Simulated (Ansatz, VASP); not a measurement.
# Two plane-wave programs on Sr

```
Sr
1.0
     0.00000    3.01914    3.01914
     3.01914    0.00000    3.01914
     3.01914    3.01914    0.00000
Sr
1
Direct
  0.00000 0.00000 0.00000
```

Alike in both runs: functional PBE; k mesh 11 × 11 × 11; occupations fermi-dirac, width 0.05 eV; no spin polarisation.

Ansatz relaxed the structure, and its values are those at the end. VASP's run is a single point on that final structure, the one shown.

```csv
,VASP,Ansatz
version,VASP 6.6.1,Ansatz 0.2.0
potentials or method,"VASP PAW PBE potentials, release 64 (Sr_sv)","PAW with Ansatz's default frozen-core files, scalar-relativistic"
plane-wave cutoff (eV),520,420
valence electrons in the cell,10,10
```

|  | VASP | Ansatz | Ansatz less VASP |
| --- | --- | --- | --- |
| pressure (GPa) | 0.0 | 0.0 | -0.01 |
